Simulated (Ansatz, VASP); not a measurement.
# TaN in VASP and in Ansatz

```
Ta N
1.0
     0.00000    2.17900    2.17900
     2.17900    0.00000    2.17900
     2.17900    2.17900    0.00000
Ta N
1 1
Cartesian
  2.1790 2.1790 2.1790
  0.0000 0.0000 0.0000
```

Alike in both runs: task single point; functional PBE; k mesh 18 × 18 × 18; occupations gaussian, width 0.15 eV; no spin polarisation.

```csv
,VASP,Ansatz
version,VASP 6.6.1,Ansatz 0.2.0
potentials or method,"VASP PAW PBE potentials, release 64 (Ta_sv_GW, N), cutoff 600 eV","scalar-relativistic, plane waves, PAW"
valence electrons in the cell,18,18
```

```csv
,VASP,Ansatz,Ansatz less VASP
gap on the k mesh at the Fermi level (eV),none,none,-
pressure (GPa),14.6,14.6,-0.06
```

A gap of «none» marks a metal or a gap that the smearing closes.

Neither program's run includes spin-orbit coupling.
